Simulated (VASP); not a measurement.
# Sr (Im-3m) in VASP: notebook

Sr is run at these levels: LDA; tasks: single point.

All numbers are computed with VASP 6.6.1; they aren't measurements. Logs are shortened: lines on timing, memory, paths and dates and some standing lists are left out, and cuts for length are marked.

## (1) The cell of the first run

It takes space group Im-3m (No. 229, cubic). The conventional cell has a = 4.850 Å, b = 4.850 Å, c = 4.850 Å, α = 90.00°, β = 90.00°, γ = 90.00°. Within 5.5 Å of Sr (site symmetry m-3m) lie 14 Sr at 4.20 to 4.85 Å.

## (2) Single point, LDA

Input file INCAR:

```
ALGO = Normal
EDIFF = 1E-6
ENCUT = 520
ISIF = 2
ISMEAR = 0
LASPH = T
LCHARG = T
LELF = T
LREAL = F
LVHAR = T
LWAVE = F
NBANDS = 11
NELM = 100
PREC = Accurate
SIGMA = 0.15
```

Input file KPOINTS:

```
k-points
0
Gamma
  14 14 14
```

Input file POSCAR:

```
Sr
1.0
   -2.4250000000      2.4250000000      2.4250000000
    2.4250000000     -2.4250000000      2.4250000000
    2.4250000000      2.4250000000     -2.4250000000
Sr
1
Direct
    0.0000000000      0.0000000000      0.0000000000
```

Potentials or basis: VASP PAW LDA potentials, release 64 (Sr_sv).

Launch:

```console
cat potpaw_LDA.64/Sr_sv/POTCAR > POTCAR
mpirun -np 1 vasp_std > vasp.out
```

OUTCAR:

```text
EDIFF = 1E-6
   ENCUT = 520
   ISIF = 2
   ISMEAR = 0
   LASPH = T
   LREAL = F
   NELM = 100
   PREC = Accurate

 ion  position               nearest neighbor table
   1  0.000  0.000  0.000-

  LATTYP: Found a body centered cubic cell.
 ALAT       =     4.8500000000

  Lattice vectors:

 A1 = (  -2.4250000000,   2.4250000000,   2.4250000000)
 A2 = (   2.4250000000,  -2.4250000000,   2.4250000000)
 A3 = (   2.4250000000,   2.4250000000,  -2.4250000000)

Analysis of symmetry for initial positions (statically):
=====================================================================
 Subroutine PRICEL returns:
 Original cell was already a primitive cell.

 Routine SETGRP: Setting up the symmetry group for a
 body centered cubic supercell.

 Subroutine GETGRP returns: Found 48 space group operations
 (whereof 48 operations were pure point group operations)
 out of a pool of 48 trial point group operations.

The static configuration has the point symmetry O_h .

Analysis of symmetry for dynamics (positions and initial velocities):
=====================================================================
 Subroutine PRICEL returns:
 Original cell was already a primitive cell.

 Routine SETGRP: Setting up the symmetry group for a
 body centered cubic supercell.

 Subroutine GETGRP returns: Found 48 space group operations
 (whereof 48 operations were pure point group operations)
 out of a pool of 48 trial point group operations.

The dynamic configuration has the point symmetry O_h .

 Subroutine INISYM returns: Found 48 space group operations
 (whereof 48 operations are pure point group operations),
 and found     1 'primitive' translations

----------------------------------------------------------------------------------------

                                     Primitive cell

  volume of cell :      57.0421

  direct lattice vectors                    reciprocal lattice vectors
    -2.425000000  2.425000000  2.425000000     0.000000000  0.206185567  0.206185567
     2.425000000 -2.425000000  2.425000000     0.206185567  0.000000000  0.206185567
     2.425000000  2.425000000 -2.425000000     0.206185567  0.206185567  0.000000000

  length of vectors
     4.200223208  4.200223208  4.200223208     0.291590425  0.291590425  0.291590425

  position of ions in fractional coordinates (direct lattice)
     0.000000000  0.000000000  0.000000000

  ion indices of the primitive-cell ions
   primitive index   ion index
                 1           1

[... 72 lines left out ...]
   LREAL  =      F    real-space projection
   EDIFFG = 0.1E-04   stopping-criterion for IOM
   NSW    =      0    number of steps for IOM
   IBRION =     -1    ionic relax: 0-MD 1-quasi-New 2-CG
   NFREE  =      0    steps in history (QN), initial steepest desc. (CG)
   ISIF   =      2    stress and relaxation
   ISYM   =      2    0-nonsym 1-usesym 2-fastsym
   POTIM  = 0.5000    time-step for ionic-motion
   TEBEG  =    0.0;   TEEND  =   0.0 temperature during run
   PSTRESS=    0.0 pullay stress
   NELECT =      10.0000    total number of electrons
   NUPDOWN=      -1.0000    fix difference up-down
   EMIN   =  10.00;   EMAX   =-10.00  energy-range for DOS
   EFERMI =   0.00;   METHOD = LEGACY
   ISMEAR =     0;   SIGMA  =   0.15  broadening in eV -4-tet -1-fermi 0-gaus
   EFERMI_NEDOS =   21; number of points for ismear=-14 and -15
   IALGO  =     38    algorithm
   IMIX   =      4    mixing-type and parameters
     AMIX     =   0.40;   BMIX     =  1.00
     AMIX_MAG =   1.60;   BMIX_MAG =  1.00
  volume/ion in A,a.u.               =      57.04       384.94
  Fermi-wavevector in a.u.,A,eV,Ry     =   0.916241  1.731445 11.422060  0.839498
  Thomas-Fermi vector in A             =   2.041074
   LORBIT       =      0    0 simple, 1 ext, 2 COOP (PROOUT), +10 PAW based schemes
   GGA     = CA    functional components
   LHFCALC =     F    Hartree Fock is set to
   AEXX    =    0.0000 exact exchange contribution
   IVDW    =     0    specifies the selected vdW correction
   LEPSILON=     F    determine dielectric tensor
   LRPA    =     F    only Hartree local field effects (RPA)
 non-spin polarized calculation
 Gauss-broadening in eV      SIGMA  =   0.15
  energy-cutoff  :      520.00
  volume of cell :       57.04
 maximum number of plane-waves:      1566
   NGX = 15   NGY = 15   NGZ = 15

 number of electron      10.0000000 magnetization

 Free energy of the ion-electron system (eV)
  ---------------------------------------------------
  ext. energy  EPLUGINS =         0.00000000
  ---------------------------------------------------
  free energy    TOTEN  =        -1.84459391 eV

  energy without entropy =       -1.83138541  energy(sigma->0) =       -1.83798966

 E-fermi :   1.3130     XC(G=0):  -7.4425

 val. band max:        1.3106057041   @ k =  -0.4286   0.5000   0.3571
 cond. band min:       1.3279511696   @ k =  -0.4286  -0.4286   0.2857
 fundamental gap:      0.0173454655
 Fermi energy:         1.3129549726

 k-point     1 :       0.0000    0.0000    0.0000
  band No.  band energies     occupation
      1     -35.2316      2.00000
      2     -17.2185      2.00000
      3     -17.2185      2.00000
      4     -17.2185      2.00000
      5      -2.3003      2.00000
      6       3.5115      0.00000
      7       3.5115      0.00000
      8       3.5115      0.00000
      9       4.8150      0.00000
     10       4.8150      0.00000
     11       9.3073      0.00000
[... 309 lines left out ...]
 k-point    24 :       0.3571    0.2857    0.0000
  band No.  band energies     occupation
      1     -35.2168      2.00000
      2     -17.3550      2.00000
      3     -17.3277      2.00000
      4     -17.2406      2.00000
      5       1.2135      1.65173
      6       1.5000      0.07775
      7       1.7754      0.00001
      8       4.7698      0.00000
      9       5.0758      0.00000
     10       5.2905      0.00000
     11       7.1004      0.00000

 [... further k-points ...]
[... 5 lines left out ...]
  --------------------------------------------------------------------------------------
  -------------------------------------------------------------------------------------
  Total       -0.6484644     -0.6484644     -0.6484644     -0.0000000     -0.0000000      0.0000000
  in kB      -18.2138393    -18.2138393    -18.2138393     -0.0000000     -0.0000000      0.0000000
  external PRESSURE =     -18.2138393 kB  Pullay stress =       0.0000000 kB

 VOLUME and BASIS-vectors are now :
 -----------------------------------------------------------------------------
  energy-cutoff  :      520.00
  volume of cell :       57.04
      direct lattice vectors                 reciprocal lattice vectors
    -2.425000000  2.425000000  2.425000000     0.000000000  0.206185567  0.206185567
     2.425000000 -2.425000000  2.425000000     0.206185567  0.000000000  0.206185567
     2.425000000  2.425000000 -2.425000000     0.206185567  0.206185567  0.000000000

 POSITION                                       TOTAL-FORCE (eV/Angst)
 -----------------------------------------------------------------------------------
      0.00000      0.00000      0.00000        -0.000000     -0.000000     -0.000000
 -----------------------------------------------------------------------------------
    total drift:                                0.000000      0.000000     -0.000000

  FREE ENERGIE OF THE ION-ELECTRON SYSTEM (eV)
  ---------------------------------------------------
  free  energy   TOTEN  =        -1.8445939085 eV

  energy  without entropy=       -1.8313854087  energy(sigma->0) =       -1.83798966
```

OSZICAR:

```text
N       E                     dE             d eps       ncg     rms          rms(c)
DAV:   1     0.363351779178E+02    0.36335E+02   -0.47731E+03  2288   0.781E+02
DAV:   2    -0.966972881033E-01   -0.36432E+02   -0.35754E+02  2674   0.153E+02
DAV:   3    -0.177586836601E+01   -0.16792E+01   -0.16593E+01  3419   0.241E+01
DAV:   4    -0.184326804613E+01   -0.67400E-01   -0.67226E-01  3000   0.453E+00
DAV:   5    -0.184500496894E+01   -0.17369E-02   -0.17369E-02  3260   0.535E-01    0.104E+01
DAV:   6    -0.184473840264E+01    0.26657E-03   -0.64231E-03  2779   0.958E-01    0.584E+00
DAV:   7    -0.184458990532E+01    0.14850E-03   -0.10579E-02  2548   0.120E+00    0.285E-01
DAV:   8    -0.184456782769E+01    0.22078E-04   -0.15086E-03  3659   0.214E-01    0.618E-02
DAV:   9    -0.184458460614E+01   -0.16778E-04   -0.11953E-05  2714   0.318E-02    0.298E-02
DAV:  10    -0.184459351797E+01   -0.89118E-05   -0.47393E-06  3106   0.200E-02    0.855E-03
DAV:  11    -0.184459390851E+01   -0.39054E-06   -0.58286E-07  1683   0.705E-03
   1 F= -.18445939E+01 E0= -.18379897E+01  d E =-.132085E-01
```

Wall time 31 s (1 thread of Intel Xeon 8259CL, shared host); peak memory 0.2 GiB.

Results:

```yaml
Free_energy: -1.8446 eV
Pressure: -1.8 GPa
Band_gap_on_the_k_mesh: zero (band 5 reaches 1.55 eV, above the bottom of band 6 at 1.19 eV)
```

## (3) Single point, LDA

Input file INCAR:

```
PREC = Accurate
ENCUT = 520
EDIFF = 1E-6
ISMEAR = 0
SIGMA = 0.15
LREAL = False
LASPH = True
NELM = 80
ALGO = Normal
ISIF = 2
LWAVE = False
LCHARG = True
LELF = True
LVHAR = True
NBANDS = 11
```

Input file KPOINTS:

```
Automatic mesh
0
Gamma
  16 16 16
```

POSCAR is that of step 2.

Potentials or basis: VASP PAW LDA potentials, release 64 (Sr_sv).

Launch:

```console
cat potpaw_LDA.64/Sr_sv/POTCAR > POTCAR
mpirun -np 1 vasp_std > vasp.out
```

Wall time 47 s (1 thread of Intel Xeon 8259CL, shared host); peak memory 0.22 GiB.

The run converged. Its results:

| Quantity | Value |
| --- | --- |
| Free energy | -1.8446 eV |
| Pressure | -1.8 GPa |
| Band gap on the k mesh | zero (band 5 reaches 1.63 eV, above the bottom of band 6 at 1.19 eV) |

Levels at points of the mesh, in eV from the Fermi level:
```
           k point  band 1  band 2  band 3  band 4  band 5  band 6  band 7  band 8  band 9  band 10
(0.00, 0.00, 0.00)  -36.55  -18.54  -18.54  -18.54   -3.62    2.19    2.19    2.19    3.50     3.50
(0.50, 0.00, 0.00)  -36.54  -18.71  -18.60  -18.54   -1.04    0.22    1.11    3.28    3.94     5.10
(0.50, 0.50, 0.50)  -36.53  -18.66  -18.66  -18.66   -0.12   -0.12    3.46    3.46    3.46     4.72
```
